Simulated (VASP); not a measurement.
# Ta2SiO3 (R-3m) in VASP: single point with PBE

Aim: the single point of Ta2SiO3 with PBE.

Program: VASP 6.6.1. These are calculated values, not measurements. Logs are shortened: lines on timing, memory, paths and dates and some standing lists are left out, and cuts for length are marked.

### Step 1. The cell of the first run

It takes space group R-3m (No. 166, trigonal). Conventional cell: a = 4.875 Å, b = 4.875 Å, c = 13.897 Å, α = 90.00°, β = 90.00°, γ = 120.00°. Within 2.5 Å of Ta (site symmetry 3m) lie 3 O at 1.90 Å. Within 3.6 Å of Si (site symmetry -3m) lie 6 O at 2.71 Å and 8 Ta at 3.00 to 3.59 Å. Within 2.5 Å of O (site symmetry 2/m) lie 2 Ta at 1.90 Å and 4 O at 2.44 Å.

The cell was built from a structure type or drawn by symmetry, and may not be a known phase.

### Step 2. Single point, PBE

Contents of INCAR:

```
PREC = Accurate
ENCUT = 600
EDIFF = 1E-6
ISMEAR = 0
SIGMA = 0.15
LREAL = F
LASPH = T
NELM = 120
ALGO = Normal
ISIF = 2
LWAVE = F
LCHARG = F
GGA = PE
NBANDS = 31
GGA_COMPAT = F
```

Contents of KPOINTS:

```
regular mesh
0
Gamma
  3 3 3
```

Contents of POSCAR:

```
Ta2SiO3
1.0
    2.4375224746      1.4073042568      4.6322545724
   -2.4375224746      1.4073042568      4.6322545724
    0.0000000000     -2.8146085137      4.6322545724
Ta Si O
2 1 3
Direct
    0.7581974834      0.7581974834      0.7581974834
    0.2418025166      0.2418025166      0.2418025166
    0.5000000000      0.5000000000      0.5000000000
    0.5000000000      0.5000000000      0.0000000000
    0.0000000000      0.5000000000      0.5000000000
    0.5000000000      0.0000000000      0.5000000000
```

Potentials or basis: VASP PAW PBE potentials, release 64 (Ta_pv, Si, O).

On the command line:

```
$ cat potpaw_PBE.64/Ta_pv/POTCAR potpaw_PBE.64/Si/POTCAR potpaw_PBE.64/O/POTCAR > POTCAR
$ mpirun -np 1 vasp_std > vasp.out
```

OUTCAR:

```text
PREC = Accurate
   ENCUT = 600
   EDIFF = 1E-6
   ISMEAR = 0
   LREAL = F
   LASPH = T
   NELM = 120
   ISIF = 2
   GGA = PE

 ion  position               nearest neighbor table
   1  0.758  0.758  0.758-   4 1.90   5 1.90   6 1.90   3 3.00   3 3.00   3 3.00   2 3.50   2 3.50
                             2 3.50
   2  0.242  0.242  0.242-   4 1.90   5 1.90   6 1.90   3 3.00   3 3.00   3 3.00   1 3.50   1 3.50
                             1 3.50
   3  0.500  0.500  0.500-   2 3.00   1 3.00   2 3.00   2 3.00   1 3.00   1 3.00
   4  0.500  0.500  0.000-   1 1.90   2 1.90
   5  0.000  0.500  0.500-   1 1.90   2 1.90
   6  0.500  0.000  0.500-   1 1.90   2 1.90

  LATTYP: Found a trigonal (rhomboedric) cell.
 ALAT       =     5.4203139677
 COS(alpha) =     0.5955374030

  Lattice vectors:

 A1 = (   2.4375224746,   1.4073042568,   4.6322545724)
 A2 = (  -2.4375224746,   1.4073042568,   4.6322545724)
 A3 = (   0.0000000000,  -2.8146085137,   4.6322545724)

Analysis of symmetry for initial positions (statically):
=====================================================================
 Subroutine PRICEL returns:
 Original cell was already a primitive cell.

 Routine SETGRP: Setting up the symmetry group for a
 trigonal (rhombohedral) supercell.

 Subroutine GETGRP returns: Found 12 space group operations
 (whereof 12 operations were pure point group operations)
 out of a pool of 12 trial point group operations.

The static configuration has the point symmetry D_3d.

Analysis of symmetry for dynamics (positions and initial velocities):
=====================================================================
 Subroutine PRICEL returns:
 Original cell was already a primitive cell.

 Routine SETGRP: Setting up the symmetry group for a
 trigonal (rhombohedral) supercell.

 Subroutine GETGRP returns: Found 12 space group operations
 (whereof 12 operations were pure point group operations)
 out of a pool of 12 trial point group operations.

The dynamic configuration has the point symmetry D_3d.

 Subroutine INISYM returns: Found 12 space group operations
 (whereof 12 operations are pure point group operations),
 and found     1 'primitive' translations

----------------------------------------------------------------------------------------

                                     Primitive cell

  volume of cell :      95.3411

  direct lattice vectors                    reciprocal lattice vectors
     2.437522475  1.407304257  4.632254572     0.205126314  0.118429732  0.071959200
    -2.437522475  1.407304257  4.632254572    -0.205126314  0.118429732  0.071959200
     0.000000000 -2.814608514  4.632254572     0.000000000 -0.236859465  0.071959200

  length of vectors
     5.420313968  5.420313968  5.420313968     0.247549051  0.247549051  0.247549051

  position of ions in fractional coordinates (direct lattice)
     0.758197483  0.758197483  0.758197483
     0.241802517  0.241802517  0.241802517
     0.500000000  0.500000000  0.500000000
     0.500000000  0.500000000  0.000000000
     0.000000000  0.500000000  0.500000000
     0.500000000  0.000000000  0.500000000

  ion indices of the primitive-cell ions
   primitive index   ion index
                 1           1
                 2           2
                 3           3
                 4           4
                 5           5
                 6           6

----------------------------------------------------------------------------------------

 KPOINTS: regular mesh

Automatic generation of k-mesh.
 Grid dimensions read from file:
 generate k-points for:    3    3    3

 Generating k-lattice:

  Cartesian coordinates                     Fractional coordinates (reciprocal lattice)
     0.068375438  0.039476577  0.023986400     0.333333333 -0.000000000 -0.000000000
    -0.068375438  0.039476577  0.023986400    -0.000000000  0.333333333 -0.000000000
     0.000000000 -0.078953155  0.023986400     0.000000000  0.000000000  0.333333333

  Length of vectors
     0.082516350  0.082516350  0.082516350

  Shift w.r.t. Gamma in fractional coordinates (k-lattice)
     0.000000000  0.000000000  0.000000000

 Subroutine IBZKPT returns following result:
 ===========================================

 Found      6 irreducible k-points:

 Following reciprocal coordinates:
            Coordinates               Weight
  0.000000  0.000000  0.000000      1.000000
  0.333333  0.000000  0.000000      6.000000
  0.333333  0.333333  0.000000      6.000000
 -0.333333  0.333333  0.000000      6.000000
  0.333333  0.333333  0.333333      2.000000
 -0.333333  0.333333  0.333333      6.000000
   k-points           NKPTS =      6   k-points in BZ     NKDIM =      6   number of bands    NBANDS=     31
   number of dos      NEDOS =    301   number of ions     NIONS =      6
   total plane-waves  NPLWV = 110592
   dimension x,y,z NGX =    48 NGY =   48 NGZ =   48
   dimension x,y,z NGXF=    96 NGYF=   96 NGZF=   96
   ions per type =               2   1   3
   NGX,Y,Z   is equivalent  to a cutoff of  14.72, 14.72, 14.72 a.u.
   NGXF,Y,Z  is equivalent  to a cutoff of  29.44, 29.44, 29.44 a.u.
 SYSTEM =  unknown system
   PREC   = accura    normal or accurate (medium, high low for compatibility)
   ISTART =      0    job   : 0-new  1-cont  2-samecut
   ICHARG =      2    charge: 1-file 2-atom 10-const
   ISPIN  =      1    spin polarized calculation?
   LNONCOLLINEAR =      F non collinear calculations
   LSORBIT =      F    spin-orbit coupling
   LASPH  =      T    aspherical Exc in radial PAW
   ENCUT  =  600.0 eV  44.10 Ry    6.64 a.u.  10.83 10.83 10.83*2*pi/ulx,y,z
   NELM   =    120;   NELMIN=  2; NELMDL= -5     # of ELM steps
   EDIFF  = 0.1E-05   stopping-criterion for ELM
   LREAL  =      F    real-space projection
   EDIFFG = 0.1E-04   stopping-criterion for IOM
   NSW    =      0    number of steps for IOM
   IBRION =     -1    ionic relax: 0-MD 1-quasi-New 2-CG
   NFREE  =      0    steps in history (QN), initial steepest desc. (CG)
   ISIF   =      2    stress and relaxation
   ISYM   =      2    0-nonsym 1-usesym 2-fastsym
   POTIM  = 0.5000    time-step for ionic-motion
   TEBEG  =    0.0;   TEEND  =   0.0 temperature during run
   PSTRESS=    0.0 pullay stress
   NELECT =      44.0000    total number of electrons
   NUPDOWN=      -1.0000    fix difference up-down
   EMIN   =  10.00;   EMAX   =-10.00  energy-range for DOS
   EFERMI =   0.00;   METHOD = LEGACY
   ISMEAR =     0;   SIGMA  =   0.15  broadening in eV -4-tet -1-fermi 0-gaus
   EFERMI_NEDOS =   21; number of points for ismear=-14 and -15
   IALGO  =     38    algorithm
   IMIX   =      4    mixing-type and parameters
     AMIX     =   0.40;   BMIX     =  1.00
     AMIX_MAG =   1.60;   BMIX_MAG =  1.00
  volume/ion in A,a.u.               =      15.89       107.23
  Fermi-wavevector in a.u.,A,eV,Ry     =   1.265122  2.390733 21.776571  1.600533
  Thomas-Fermi vector in A             =   2.398391
   LORBIT       =      0    0 simple, 1 ext, 2 COOP (PROOUT), +10 PAW based schemes
   GGA     = PE    functional components
   LHFCALC =     F    Hartree Fock is set to
   AEXX    =    0.0000 exact exchange contribution
   IVDW    =     0    specifies the selected vdW correction
   LEPSILON=     F    determine dielectric tensor
   LRPA    =     F    only Hartree local field effects (RPA)
 non-spin polarized calculation
 Gauss-broadening in eV      SIGMA  =   0.15
  energy-cutoff  :      600.00
  volume of cell :       95.34
 maximum number of plane-waves:      3217
 NGX is ok and might be reduce to    48
   NGX = 21   NGY = 21   NGZ = 21

 number of electron      44.0000003 magnetization

 Free energy of the ion-electron system (eV)
  ---------------------------------------------------
  ext. energy  EPLUGINS =         0.00000000
  ---------------------------------------------------
  free energy    TOTEN  =       -50.53196221 eV

  energy without entropy =      -50.50820719  energy(sigma->0) =      -50.52008470

 E-fermi :   4.5362     XC(G=0): -10.3844

 val. band max:        4.4635184030   @ k =  -0.3333   0.3333   0.3333
 cond. band min:       4.7097142850   @ k =   0.3333   0.3333   0.0000
 fundamental gap:      0.2461958820
 Fermi energy:         4.5361504314

 k-point     1 :       0.0000    0.0000    0.0000
  band No.  band energies     occupation
      1     -31.7621      2.00000
      2     -31.7002      2.00000
      3     -31.7002      2.00000
      4     -31.6027      2.00000
      5     -31.5983      2.00000
      6     -31.5983      2.00000
[... 23 lines left out ...]
     30       9.3936      0.00000
     31       9.3936      0.00000

 k-point     2 :       0.3333    0.0000    0.0000
  band No.  band energies     occupation
      1     -31.7287      2.00000
      2     -31.6871      2.00000
      3     -31.6786      2.00000
      4     -31.6318      2.00000
      5     -31.6218      2.00000
      6     -31.6215      2.00000
[... 23 lines left out ...]
     30       8.4312      0.00000
     31       8.7460      0.00000

 k-point     3 :       0.3333    0.3333    0.0000
  band No.  band energies     occupation
      1     -31.7513      2.00000
      2     -31.7078      2.00000
      3     -31.7073      2.00000
      4     -31.6141      2.00000
      5     -31.5954      2.00000
      6     -31.5925      2.00000
[... 23 lines left out ...]
     30       8.7853      0.00000
     31       9.2219      0.00000

 k-point     4 :      -0.3333    0.3333    0.0000
  band No.  band energies     occupation
      1     -31.7381      2.00000
      2     -31.7174      2.00000
      3     -31.6879      2.00000
      4     -31.6238      2.00000
      5     -31.6161      2.00000
      6     -31.5883      2.00000
[... 23 lines left out ...]
     30       8.6427      0.00000
     31       9.5866      0.00000

 k-point     5 :       0.3333    0.3333    0.3333
  band No.  band energies     occupation
      1     -31.7364      2.00000
      2     -31.6785      2.00000
      3     -31.6785      2.00000
      4     -31.6311      2.00000
      5     -31.6206      2.00000
      6     -31.6206      2.00000
[... 23 lines left out ...]
     30       8.5613      0.00000
     31       8.5613      0.00000

 k-point     6 :      -0.3333    0.3333    0.3333
  band No.  band energies     occupation
      1     -31.7414      2.00000
      2     -31.7172      2.00000
      3     -31.6847      2.00000
      4     -31.6224      2.00000
      5     -31.6156      2.00000
      6     -31.5885      2.00000
[... 23 lines left out ...]
     30       9.0296      0.00000
     31       9.4701      0.00000

------------------------ aborting loop because EDIFF is reached ----------------------------------------

  FORCE on cell =-STRESS in cart. coord.  units (eV):
  Direction    XX          YY          ZZ          XY          YZ          ZX
  --------------------------------------------------------------------------------------
  -------------------------------------------------------------------------------------
  Total        0.3858521      0.3858521      0.6295864      0.0000000     -0.0000000     -0.0000000
  in kB        6.4841219      6.4841219     10.5799996      0.0000000     -0.0000000     -0.0000000
  external PRESSURE =       7.8494145 kB  Pullay stress =       0.0000000 kB

 VOLUME and BASIS-vectors are now :
 -----------------------------------------------------------------------------
  energy-cutoff  :      600.00
  volume of cell :       95.34
      direct lattice vectors                 reciprocal lattice vectors
     2.437522475  1.407304257  4.632254572     0.205126314  0.118429732  0.071959200
    -2.437522475  1.407304257  4.632254572    -0.205126314  0.118429732  0.071959200
     0.000000000 -2.814608514  4.632254572     0.000000000 -0.236859465  0.071959200

 POSITION                                       TOTAL-FORCE (eV/Angst)
 -----------------------------------------------------------------------------------
      0.00000     -0.00000     10.53649        -0.000000     -0.000000      0.226620
      0.00000     -0.00000      3.36027        -0.000000      0.000000     -0.226620
      0.00000     -0.00000      6.94838         0.000000     -0.000000      0.000000
      0.00000      1.40730      4.63225        -0.000000      0.000000      0.000000
     -1.21876     -0.70365      4.63225         0.000000      0.000000     -0.000000
      1.21876     -0.70365      4.63225         0.000000     -0.000000     -0.000000
 -----------------------------------------------------------------------------------
    total drift:                                0.000000      0.000000     -0.000000

  FREE ENERGIE OF THE ION-ELECTRON SYSTEM (eV)
  ---------------------------------------------------
  free  energy   TOTEN  =       -50.5319622057 eV

  energy  without entropy=      -50.5082071885  energy(sigma->0) =      -50.52008470
```

Run time: 24 s. Hardware: 1 thread of Intel Xeon 6975P-C (Granite Rapids), shared host; peak memory 0.31 GiB.

What came out:

```yaml
Free_energy: -50.5320 eV
Pressure: 0.8 GPa
Largest_force: 0.227 eV/Å
Band_gap_on_the_k_mesh: zero (bands 22 and 23 overlap by 0.61 eV)
```

Forces on the atoms (eV/Å):
```
Ta   0.000  0.000  0.227
Ta   0.000  0.000 -0.227
Si   0.000  0.000  0.000
O    0.000  0.000  0.000
O    0.000  0.000  0.000
O    0.000  0.000  0.000
```

Levels at points of the mesh, in eV from the Fermi level:
```
           k point  band 18  band 19  band 20  band 21  band 22  band 23  band 24  band 25  band 26  band 27
(0.00, 0.00, 0.00)    -3.01    -2.40    -0.52    -0.52    -0.43    -0.43     0.30     0.42     0.42     0.99
```

Caveat: the k points lie up to 0.52 Å⁻¹ apart, too coarse for converged energies and pressures of a metal; spin-orbit coupling is left out, which moves the levels of the heavy elements.
